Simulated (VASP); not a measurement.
# Cs4Ge in VASP: notebook, part 2 of 2

VASP 6.6.1. Earlier steps stand in the parts before.

### Step 4. Single point, PBE

This run uses another cell than the first one.

The input, INCAR:

```
SYSTEM = Cs4Ge
  PREC = Accurate
  ENCUT = 520
  EDIFF = 1E-6
  ISMEAR = 0
  SIGMA = 0.1
  LREAL = .FALSE.
  LASPH = .TRUE.
  NELM = 100
  ALGO = Normal
  ISIF = 2
  LWAVE = .FALSE.
  LCHARG = .TRUE.
  LDIPOL = .TRUE.
  IDIPOL = 3
  DIPOL = 0.5 0.5 0.500
  GGA = PE
  LELF = .TRUE.
  LVHAR = .TRUE.
  LVACPOTAV = .TRUE.
  NBANDS = 33
```

The input, KPOINTS:

```
Automatic mesh
0
G
  3 3 1
  0 0 0
```

The input, POSCAR:

```
Cs4Ge
1.0
    5.9257710000      0.0000000000      0.0000000000
   -2.9628860000      5.1318680000      0.0000000000
    0.0000000000      0.0000000000     17.0000000000
Cs Ge
4 1
Direct
    0.3333333300      0.6666666700      0.5644586500
    0.3333333300      0.6666666700      0.4355413500
    0.6666666700      0.3333333300      0.4355413500
    0.6666666700      0.3333333300      0.5644586500
    0.0000000000      0.0000000000      0.5000000000
```

Potentials or basis: VASP PAW PBE potentials, release 64 (Cs_sv, Ge_d).

Command:

```
cat potpaw_PBE.64/Cs_sv/POTCAR potpaw_PBE.64/Ge_d/POTCAR > POTCAR
mpirun -np 1 vasp_std > vasp.out
```

OUTCAR:

```text
SYSTEM = Cs4Ge
   PREC = Accurate
   ENCUT = 520
   EDIFF = 1E-6
   ISMEAR = 0
   LREAL = .FALSE.
   LASPH = .TRUE.
   NELM = 100
   ISIF = 2
   GGA = PE

 ion  position               nearest neighbor table
   1  0.333  0.667  0.564-   2 2.19
   2  0.333  0.667  0.436-   1 2.19
   3  0.667  0.333  0.436-   4 2.19
   4  0.667  0.333  0.564-   3 2.19
   5  0.000  0.000  0.500-

  LATTYP: Found a hexagonal cell.
 ALAT       =     5.9257710000
 C/A-ratio  =     2.8688250018

  Lattice vectors:

 A1 = (   5.9257710000,   0.0000000000,   0.0000000000)
 A2 = (  -2.9628860000,   5.1318680000,   0.0000000000)
 A3 = (   0.0000000000,   0.0000000000,  17.0000000000)

Analysis of symmetry for initial positions (statically):
=====================================================================
 Subroutine PRICEL returns:
 Original cell was already a primitive cell.

 Routine SETGRP: Setting up the symmetry group for a
 hexagonal supercell.

 Subroutine GETGRP returns: Found 24 space group operations
 (whereof 24 operations were pure point group operations)
 out of a pool of 24 trial point group operations.

The static configuration has the point symmetry D_6h.

Analysis of symmetry for dynamics (positions and initial velocities):
=====================================================================
 Subroutine PRICEL returns:
 Original cell was already a primitive cell.

 Routine SETGRP: Setting up the symmetry group for a
 hexagonal supercell.

 Subroutine GETGRP returns: Found 24 space group operations
 (whereof 24 operations were pure point group operations)
 out of a pool of 24 trial point group operations.

The dynamic configuration has the point symmetry D_6h.

 Subroutine INISYM returns: Found 24 space group operations
 (whereof 24 operations are pure point group operations),
 and found     1 'primitive' translations

[... 102 lines left out ...]
   LORBIT       =      0    0 simple, 1 ext, 2 COOP (PROOUT), +10 PAW based schemes
   GGA     = PE    functional components
   LHFCALC =     F    Hartree Fock is set to
   AEXX    =    0.0000 exact exchange contribution
   IVDW    =     0    specifies the selected vdW correction
   LEPSILON=     F    determine dielectric tensor
   LRPA    =     F    only Hartree local field effects (RPA)
 non-spin polarized calculation
 Gauss-broadening in eV      SIGMA  =   0.10
  energy-cutoff  :      520.00
  volume of cell :      516.97
 maximum number of plane-waves:     13947
 NGX is ok and might be reduce to    48
   NGX = 23   NGY = 23   NGZ = 63

 number of electron      49.9999980 magnetization

 dipolmoment           0.000000      0.000000     -0.000000 electrons x Angstroem

 Free energy of the ion-electron system (eV)
  ---------------------------------------------------
  ext. energy  EPLUGINS =         0.00000000
  ---------------------------------------------------
  free energy    TOTEN  =        12.91461094 eV

  energy without entropy =       12.95516588  energy(sigma->0) =       12.93488841

 E-fermi :   0.0610     XC(G=0):  -3.7740

 val. band max:        0.0193670760   @ k =   0.3333   0.3333   0.0000
 cond. band min:       0.5129312747   @ k =   0.3333   0.0000   0.0000
 fundamental gap:      0.4935641986
 Fermi energy:         0.0610254395

 k-point     1 :       0.0000    0.0000    0.0000
  band No.  band energies     occupation
      1     -27.0601      2.00000
      2     -26.5716      2.00000
      3     -23.1389      2.00000
      4     -23.1344      2.00000
      5     -23.1344      2.00000
      6     -23.1179      2.00000
[... 97 lines left out ...]
     32       2.8748      0.00000
     33       2.8751      0.00000

------------------------ aborting loop because EDIFF is reached ----------------------------------------

  FORCE on cell =-STRESS in cart. coord.  units (eV):
  Direction    XX          YY          ZZ          XY          YZ          ZX
  --------------------------------------------------------------------------------------
  -------------------------------------------------------------------------------------
  Total        5.8171827      5.8171822    123.3572644     -0.0000006      0.0000000      0.0000000
  in kB       18.0282688     18.0282673    382.3015417     -0.0000018      0.0000000      0.0000000
  external PRESSURE =     139.4526926 kB  Pullay stress =       0.0000000 kB

 VOLUME and BASIS-vectors are now :
 -----------------------------------------------------------------------------
  energy-cutoff  :      520.00
  volume of cell :      516.97
      direct lattice vectors                 reciprocal lattice vectors
     5.925771000  0.000000000  0.000000000     0.168754412  0.097430426  0.000000000
    -2.962886000  5.131868000  0.000000000     0.000000000  0.194860819  0.000000000
     0.000000000  0.000000000 17.000000000     0.000000000  0.000000000  0.058823529

 POSITION                                       TOTAL-FORCE (eV/Angst)
 -----------------------------------------------------------------------------------
     -0.00000      3.42125      9.59580        -0.000000      0.000000     28.149247
     -0.00000      3.42125      7.40420        -0.000000     -0.000000    -28.149247
      2.96289      1.71062      7.40420         0.000000      0.000000    -28.149247
      2.96289      1.71062      9.59580         0.000000     -0.000000     28.149247
      0.00000      0.00000      8.50000         0.000000     -0.000000     -0.000000
 -----------------------------------------------------------------------------------
    total drift:                               -0.000000      0.000000      0.000000

  FREE ENERGIE OF THE ION-ELECTRON SYSTEM (eV)
  ---------------------------------------------------
  free  energy   TOTEN  =        12.9146109393 eV

  energy  without entropy=       12.9551658808  energy(sigma->0) =       12.93488841

 vacuum level on the upper side and lower side of the slab         2.121         2.121
```

Run time: 84 s. Hardware: 1 thread of Intel Xeon Platinum 8488C (Sapphire Rapids), shared host; peak memory 0.61 GiB.

What came out:

- Free energy: 12.9146 eV
- Largest force: 28.149 eV/Å

Forces on the atoms (eV/Å):
```
Cs    0.000   0.000  28.149
Cs    0.000   0.000 -28.149
Cs    0.000   0.000 -28.149
Cs    0.000   0.000  28.149
Ge    0.000   0.000   0.000
```

Caveat: the k points lie up to 0.41 Å⁻¹ apart; spin-orbit coupling is left out, which moves the levels of the heavy elements.

### Step 5. Overview

| cell | k mesh | gap on the mesh (eV) | largest force (eV/Å) |
| --- | --- | --- | --- |
| a = 6.527, b = 6.527, c = 31.747 Å, angles 90.0, 90.0, 120.0°, 5 atoms, atomic positions A | 6 × 6 × 1 | none | - |
| a = 6.543, b = 6.543, c = 30.274 Å, angles 90.0, 90.0, 120.0°, 5 atoms, atomic positions B | 6 × 6 × 1 | none | 0.03 |
| a = 5.926, b = 5.926, c = 17.000 Å, angles 90.0, 90.0, 120.0°, 5 atoms, atomic positions C | 3 × 3 × 1 | - | 28.15 |

Alike in all rows: task single point; level PBE; potentials or basis VASP PAW PBE potentials, release 64 (Cs_sv, Ge_d); no spin polarisation; cutoff (eV) 520; smearing gaussian 0.1 eV.

Caveats: some runs use coarse meshes; spin-orbit coupling is left out, which moves the levels of the heavy elements.

Total energies depend on the potentials used, so only differences within one code and one set of settings carry meaning.
